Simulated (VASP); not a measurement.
# PtSe2 (Sudovikovite) (P-3m1) in VASP: a series of runs

Aim: see how the results for PtSe2 (Sudovikovite) move with the level of theory and the settings. Levels: SVWN5, LDA. Tasks: single point.

Program: VASP 6.6.1. These are calculated values, not measurements. Logs are shortened: lines on timing, memory, paths and dates and some standing lists are left out, and cuts for length are marked.

## (1) The cell of the first run

Symmetry: P-3m1, No. 164, trigonal system. The conventional cell has a = 3.738 Å, b = 3.738 Å, c = 4.761 Å, α = 90.00°, β = 90.00°, γ = 120.00°. Within 3.3 Å of Pt (site symmetry -3m) lie 6 Se at 2.50 Å. Se (site symmetry 3m) has 3 Pt at 2.50 Å and 3 Se at 3.11 Å within 3.3 Å.

## (2) Single point, SVWN5

INCAR reads:

```
SYSTEM = PtSe2
ALGO = Normal
EDIFF = 1E-6
ENCUT = 520
GGA = VW
ISIF = 2
ISMEAR = -1
LASPH = .TRUE.
LCHARG = .TRUE.
LELF = .TRUE.
LREAL = .FALSE.
LVHAR = .TRUE.
LWAVE = .FALSE.
NBANDS = 18
NELM = 80
PREC = Accurate
SIGMA = 0.05
```

KPOINTS reads:

```
k-points
0
G
  8 8 5
  0 0 0
```

POSCAR reads:

```
PtSe2
1.0
    3.7376649184      0.0000000000      0.0000000000
   -1.8688324592      3.2369127701      0.0000000000
    0.0000000000      0.0000000000      4.7609614657
Pt Se
1 2
Direct
    0.0000000000      0.0000000000      0.0000000000
    0.6666666667      0.3333333333      0.7345723136
    0.3333333333      0.6666666667      0.2654276864
```

Potentials or basis: VASP PAW PBE potentials, release 64 (Pt, Se).

Launch:

```console
$ cat potpaw_PBE.64/Pt/POTCAR potpaw_PBE.64/Se/POTCAR > POTCAR
$ mpirun -np 1 vasp_std > vasp.out
```

OUTCAR:

```text
SYSTEM = PtSe2
   EDIFF = 1E-6
   ENCUT = 520
   GGA = VW
   ISIF = 2
   ISMEAR = -1
   LASPH = .TRUE.
   LREAL = .FALSE.
   NELM = 80
   PREC = Accurate

 ion  position               nearest neighbor table
   1  0.000  0.000  0.000-   2 2.50   3 2.50   3 2.50   2 2.50   2 2.50   3 2.50
   2  0.667  0.333  0.735-   1 2.50   1 2.50   1 2.50
   3  0.333  0.667  0.265-   1 2.50   1 2.50   1 2.50

  LATTYP: Found a hexagonal cell.
 ALAT       =     3.7376649184
 C/A-ratio  =     1.2737796377

  Lattice vectors:

 A1 = (   3.7376649184,   0.0000000000,   0.0000000000)
 A2 = (  -1.8688324592,   3.2369127701,   0.0000000000)
 A3 = (   0.0000000000,   0.0000000000,   4.7609614657)

Analysis of symmetry for initial positions (statically):
=====================================================================
 Subroutine PRICEL returns:
 Original cell was already a primitive cell.

 Routine SETGRP: Setting up the symmetry group for a
 hexagonal supercell.

 Subroutine GETGRP returns: Found 12 space group operations
 (whereof 12 operations were pure point group operations)
 out of a pool of 24 trial point group operations.

The static configuration has the point symmetry D_3d.

Analysis of symmetry for dynamics (positions and initial velocities):
=====================================================================
 Subroutine PRICEL returns:
 Original cell was already a primitive cell.

 Routine SETGRP: Setting up the symmetry group for a
 hexagonal supercell.

 Subroutine GETGRP returns: Found 12 space group operations
 (whereof 12 operations were pure point group operations)
 out of a pool of 24 trial point group operations.

The dynamic configuration has the point symmetry D_3d.

 Subroutine INISYM returns: Found 12 space group operations
 (whereof 12 operations are pure point group operations),
 and found     1 'primitive' translations

----------------------------------------------------------------------------------------

                                     Primitive cell

  volume of cell :      57.6005

  direct lattice vectors                    reciprocal lattice vectors
     3.737664918  0.000000000  0.000000000     0.267546723  0.154468172  0.000000000
    -1.868832459  3.236912770  0.000000000     0.000000000  0.308936345  0.000000000
     0.000000000  0.000000000  4.760961466     0.000000000  0.000000000  0.210041608

  length of vectors
     3.737664918  3.737664918  4.760961466     0.308936345  0.308936345  0.210041608

  position of ions in fractional coordinates (direct lattice)
     0.000000000  0.000000000  0.000000000
     0.666666667  0.333333333  0.734572314
     0.333333333  0.666666667  0.265427686

  ion indices of the primitive-cell ions
   primitive index   ion index
                 1           1
                 2           2
                 3           3

----------------------------------------------------------------------------------------

 KPOINTS: k-points

Automatic generation of k-mesh.
 Grid dimensions read from file:
 generate k-points for:    8    8    5

 Generating k-lattice:

  Cartesian coordinates                     Fractional coordinates (reciprocal lattice)
     0.033443340  0.019308522  0.000000000     0.125000000  0.000000000  0.000000000
     0.000000000  0.038617043  0.000000000     0.000000000  0.125000000  0.000000000
     0.000000000  0.000000000  0.042008322     0.000000000  0.000000000  0.200000000

  Length of vectors
     0.038617043  0.038617043  0.042008322

  Shift w.r.t. Gamma in fractional coordinates (k-lattice)
     0.000000000  0.000000000  0.000000000

 Subroutine IBZKPT returns following result:
 ===========================================

 Found     40 irreducible k-points:

 Following reciprocal coordinates:
            Coordinates               Weight
  0.000000  0.000000  0.000000      1.000000
  0.125000  0.000000  0.000000      6.000000
  0.250000  0.000000  0.000000      6.000000
  0.375000  0.000000  0.000000      6.000000
  0.500000  0.000000  0.000000      3.000000
  0.125000  0.125000  0.000000      6.000000
[... 16 lines left out ...]
 -0.125000  0.500000  0.200000     12.000000
  0.250000  0.250000  0.200000     12.000000
 [... further k-points ...]
   k-points           NKPTS =     40   k-points in BZ     NKDIM =     40   number of bands    NBANDS=     18
   number of dos      NEDOS =    301   number of ions     NIONS =      3
   total plane-waves  NPLWV =  28224
   dimension x,y,z NGX =    28 NGY =   28 NGZ =   36
   dimension x,y,z NGXF=    56 NGYF=   56 NGZF=   72
   ions per type =               1   2
   NGX,Y,Z   is equivalent  to a cutoff of  12.45, 12.45, 12.57 a.u.
   NGXF,Y,Z  is equivalent  to a cutoff of  24.91, 24.91, 25.14 a.u.
 SYSTEM =  PtSe2
   PREC   = accura    normal or accurate (medium, high low for compatibility)
   ISTART =      0    job   : 0-new  1-cont  2-samecut
   ICHARG =      2    charge: 1-file 2-atom 10-const
   ISPIN  =      1    spin polarized calculation?
   LNONCOLLINEAR =      F non collinear calculations
   LSORBIT =      F    spin-orbit coupling
   LASPH  =      T    aspherical Exc in radial PAW
   ENCUT  =  520.0 eV  38.22 Ry    6.18 a.u.   6.95  6.95  8.85*2*pi/ulx,y,z
   NELM   =     80;   NELMIN=  2; NELMDL= -5     # of ELM steps
   EDIFF  = 0.1E-05   stopping-criterion for ELM
   LREAL  =      F    real-space projection
   EDIFFG = 0.1E-04   stopping-criterion for IOM
   NSW    =      0    number of steps for IOM
   IBRION =     -1    ionic relax: 0-MD 1-quasi-New 2-CG
   NFREE  =      0    steps in history (QN), initial steepest desc. (CG)
   ISIF   =      2    stress and relaxation
   ISYM   =      2    0-nonsym 1-usesym 2-fastsym
   POTIM  = 0.5000    time-step for ionic-motion
   TEBEG  =    0.0;   TEEND  =   0.0 temperature during run
   PSTRESS=    0.0 pullay stress
   NELECT =      22.0000    total number of electrons
   NUPDOWN=      -1.0000    fix difference up-down
   EMIN   =  10.00;   EMAX   =-10.00  energy-range for DOS
   EFERMI =   0.00;   METHOD = LEGACY
   ISMEAR =    -1;   SIGMA  =   0.05  broadening in eV -4-tet -1-fermi 0-gaus
   EFERMI_NEDOS =   21; number of points for ismear=-14 and -15
   IALGO  =     38    algorithm
   IMIX   =      4    mixing-type and parameters
     AMIX     =   0.40;   BMIX     =  1.00
     AMIX_MAG =   1.60;   BMIX_MAG =  1.00
  volume/ion in A,a.u.               =      19.20       129.57
  Fermi-wavevector in a.u.,A,eV,Ry     =   1.187792  2.244601 19.195776  1.410850
  Thomas-Fermi vector in A             =   2.323936
   LORBIT       =      0    0 simple, 1 ext, 2 COOP (PROOUT), +10 PAW based schemes
   GGA     = VW    functional components
   LHFCALC =     F    Hartree Fock is set to
   AEXX    =    0.0000 exact exchange contribution
   IVDW    =     0    specifies the selected vdW correction
   LEPSILON=     F    determine dielectric tensor
   LRPA    =     F    only Hartree local field effects (RPA)
 non-spin polarized calculation
  energy-cutoff  :      520.00
  volume of cell :       57.60
 maximum number of plane-waves:      1563
   NGX = 13   NGY = 13   NGZ = 17

 number of electron      21.9999997 magnetization

 Free energy of the ion-electron system (eV)
  ---------------------------------------------------
  ext. energy  EPLUGINS =         0.00000000
  ---------------------------------------------------
  free energy    TOTEN  =       -17.16603082 eV

  energy without entropy =      -17.16229590  energy(sigma->0) =      -17.16416336

 E-fermi :   6.8532     XC(G=0): -11.2114

 val. band max:        6.7648455076   @ k =   0.3750   0.2500   0.0000
 cond. band min:       6.9663273295   @ k =  -0.1250   0.3750   0.2000
 fundamental gap:      0.2014818220
 Fermi energy:         6.8531979591

 k-point     1 :       0.0000    0.0000    0.0000
  band No.  band energies     occupation
      1      -9.1618      2.00000
      2      -5.8560      2.00000
      3      -0.5599      2.00000
      4       0.3316      2.00000
      5       0.3316      2.00000
      6       2.8843      2.00000
[... 10 lines left out ...]
     17      14.0404      0.00000
     18      18.5453      0.00000

 k-point     2 :       0.1250    0.0000    0.0000
  band No.  band energies     occupation
      1      -8.9866      2.00000
      2      -5.9660      2.00000
      3      -0.3444      2.00000
      4       0.4446      2.00000
      5       0.5094      2.00000
      6       2.6216      2.00000
[... 10 lines left out ...]
     17      14.5480      0.00000
     18      16.6322      0.00000

 k-point     3 :       0.2500    0.0000    0.0000
  band No.  band energies     occupation
      1      -8.4981      2.00000
      2      -6.2438      2.00000
      3       0.2254      2.00000
      4       0.7304      2.00000
      5       0.9115      2.00000
      6       1.6266      2.00000
[... 10 lines left out ...]
     17      15.0546      0.00000
     18      15.1762      0.00000

 k-point     4 :       0.3750    0.0000    0.0000
  band No.  band energies     occupation
      1      -7.8221      2.00000
      2      -6.6165      2.00000
      3      -0.0411      2.00000
      4       1.0078      2.00000
      5       1.0783      2.00000
      6       1.9913      2.00000
[... 10 lines left out ...]
     17      14.3213      0.00000
     18      16.1153      0.00000

 k-point     5 :       0.5000    0.0000    0.0000
  band No.  band energies     occupation
      1      -7.2722      2.00000
      2      -7.0044      2.00000
      3      -0.5631      2.00000
      4       1.0998      2.00000
      5       1.4892      2.00000
      6       2.7843      2.00000
[... 10 lines left out ...]
     17      13.9957      0.00000
     18      18.0658      0.00000

 k-point     6 :       0.1250    0.1250    0.0000
  band No.  band energies     occupation
      1      -8.6545      2.00000
      2      -6.1556      2.00000
      3       0.0462      2.00000
      4       0.6645      2.00000
      5       0.8057      2.00000
      6       2.0939      2.00000
[... 10 lines left out ...]
     17      15.1210      0.00000
     18      15.5650      0.00000

 k-point     7 :       0.2500    0.1250    0.0000
  band No.  band energies     occupation
      1      -8.0710      2.00000
      2      -6.4554      2.00000
      3       0.5310      2.00000
      4       0.6641      2.00000
      5       1.1389      2.00000
      6       1.3849      2.00000
[... 10 lines left out ...]
     17      14.7046      0.00000
     18      15.8958      0.00000

 k-point     8 :       0.3750    0.1250    0.0000
  band No.  band energies     occupation
      1      -7.4250      2.00000
      2      -6.8236      2.00000
      3      -0.3533      2.00000
      4       0.8682      2.00000
      5       1.5163      2.00000
      6       1.8349      2.00000
[... 10 lines left out ...]
     17      15.6260      0.00000
     18      16.4572      0.00000
[... 229 lines left out ...]
     17      14.3592      0.00000
     18      15.7166      0.00000

 k-point    20 :       0.2500    0.1250    0.2000
  band No.  band energies     occupation
      1      -7.8966      2.00000
      2      -6.6810      2.00000
      3       0.2931      2.00000
      4       0.6799      2.00000
      5       1.0989      2.00000
      6       1.8386      2.00000
[... 10 lines left out ...]
     17      15.0456      0.00000
     18      15.8911      0.00000

 k-point    21 :      -0.1250    0.3750    0.2000
  band No.  band energies     occupation
      1      -7.9614      2.00000
      2      -6.5517      2.00000
      3      -0.0954      2.00000
      4       0.4706      2.00000
      5       0.9216      2.00000
      6       1.9486      2.00000
[... 10 lines left out ...]
     17      14.7414      0.00000
     18      16.7581      0.00000

 k-point    22 :       0.3750    0.1250    0.2000
  band No.  band energies     occupation
      1      -7.2745      2.00000
      2      -6.9510      2.00000
      3      -0.3486      2.00000
      4       0.7399      2.00000
      5       1.5623      2.00000
      6       1.6092      2.00000
[... 10 lines left out ...]
     17      16.1846      0.00000
     18      16.8011      0.00000

 k-point    23 :      -0.1250    0.5000    0.2000
  band No.  band energies     occupation
      1      -7.4422      2.00000
      2      -6.7288      2.00000
      3      -0.5846      2.00000
      4       0.5095      2.00000
      5       1.1090      2.00000
      6       2.3597      2.00000
[... 10 lines left out ...]
     17      15.9118      0.00000
     18      17.2686      0.00000

 k-point    24 :       0.2500    0.2500    0.2000
  band No.  band energies     occupation
      1      -7.4295      2.00000
      2      -6.7603      2.00000
      3      -0.0468      2.00000
      4       0.4130      2.00000
      5       0.9357      2.00000
      6       1.8769      2.00000
[... 10 lines left out ...]
     17      14.9383      0.00000
     18      16.0581      0.00000

 [... further k-points ...]

------------------------ aborting loop because EDIFF is reached ----------------------------------------

  FORCE on cell =-STRESS in cart. coord.  units (eV):
  Direction    XX          YY          ZZ          XY          YZ          ZX
  --------------------------------------------------------------------------------------
  -------------------------------------------------------------------------------------
  Total        0.0982666      0.0982666      0.0667648      0.0000000      0.0000000      0.0000000
  in kB        2.7333213      2.7333213      1.8570874      0.0000000      0.0000000      0.0000000
  external PRESSURE =       2.4412434 kB  Pullay stress =       0.0000000 kB

 VOLUME and BASIS-vectors are now :
 -----------------------------------------------------------------------------
  energy-cutoff  :      520.00
  volume of cell :       57.60
      direct lattice vectors                 reciprocal lattice vectors
     3.737664918  0.000000000  0.000000000     0.267546723  0.154468172  0.000000000
    -1.868832459  3.236912770  0.000000000     0.000000000  0.308936345  0.000000000
     0.000000000  0.000000000  4.760961466     0.000000000  0.000000000  0.210041608

 POSITION                                       TOTAL-FORCE (eV/Angst)
 -----------------------------------------------------------------------------------
      0.00000      0.00000      0.00000         0.000000      0.000000      0.000000
      1.86883      1.07897      3.49727         0.000000     -0.000000     -0.031840
     -0.00000      2.15794      1.26369        -0.000000      0.000000      0.031840
 -----------------------------------------------------------------------------------
    total drift:                               -0.000000     -0.000000      0.000000

  FREE ENERGIE OF THE ION-ELECTRON SYSTEM (eV)
  ---------------------------------------------------
  free  energy   TOTEN  =       -17.1660308184 eV

  energy  without entropy=      -17.1622959026  energy(sigma->0) =      -17.16416336
```

Wall time 14 s (1 thread of Intel Xeon 6975P-C (Granite Rapids), shared host); peak memory 0.17 GiB.

What came out:

- Free energy: -17.1660 eV
- Pressure: 0.2 GPa
- Largest force: 0.032 eV/Å
- Band gap on the k mesh: zero (band 11 reaches 7.67 eV, above the bottom of band 12 at 6.76 eV)

Forces in eV/Å, atoms in the order of the input:
```
Pt   0.000  0.000  0.000
Se   0.000  0.000 -0.032
Se   0.000  0.000  0.032
```

Caveat: the PAW data sets were made with another functional, which shifts forces and pressure a little; spin-orbit coupling is left out, which moves the levels of the heavy elements.

## (3) Single point, LDA

This run uses another cell than the first one, of 19.45 Å³/atom, 1.013 times its volume.

INCAR reads:

```
ALGO = Normal
EDIFF = 1E-6
ENCUT = 520
GGA = CA
ISIF = 2
ISMEAR = -1
LASPH = T
LCHARG = F
LREAL = F
LWAVE = F
NBANDS = 18
NELM = 100
PREC = Accurate
SIGMA = 0.05
```

KPOINTS reads:

```
k-points
0
Gamma
  8 8 5
```

POSCAR reads:

```
PtSe2
1.0
    3.6736695059      0.0000000000      0.0000000000
   -1.8368347530      3.1814911172      0.0000000000
    0.0000000000      0.0000000000      4.9935862081
Pt Se
1 2
Direct
    0.0000000000      0.0000000000      0.0000000000
    0.6666666667      0.3333333333      0.7500000000
    0.3333333333      0.6666666667      0.2500000000
```

Potentials or basis: VASP PAW LDA potentials, release 64 (Pt, Se).

Launch:

```console
$ cat potpaw_LDA.64/Pt/POTCAR potpaw_LDA.64/Se/POTCAR > POTCAR
$ mpirun -np 1 vasp_std > vasp.out
```

Wall time 15 s (1 thread of Intel Xeon 6975P-C (Granite Rapids), shared host); peak memory 0.17 GiB.

Results (log left out):

```yaml
Free_energy: -17.0178 eV
Pressure: 6.0 GPa
Largest_force: 0.798 eV/Å
Band_gap_on_the_k_mesh: zero (band 11 reaches 7.51 eV, above the bottom of band 12 at 7.17 eV)
```

Forces on the atoms (eV/Å):
```
Pt   0.000  0.000  0.000
Se   0.000  0.000 -0.798
Se   0.000  0.000  0.798
```

Stress tensor (GPa, compression positive):
```
7.15 0.00 0.00
0.00 7.15 0.00
0.00 0.00 3.72
```

Levels at points of the mesh, in eV from the Fermi level:
```csv
k point,band 8,band 9,band 10,band 11,band 12,band 13,band 14,band 15
"(0.00, 0.00, 0.00)",-2.73,-1.14,-1.14,0.38,1.49,1.49,3.39,4.31
"(0.50, 0.00, 0.00)",-3.77,-3.75,-3.65,-3.12,0.62,2.46,4.82,5.72
```

Caveat: spin-orbit coupling is left out, which moves the levels of the heavy elements.

(Continued in part 2 of 2.)
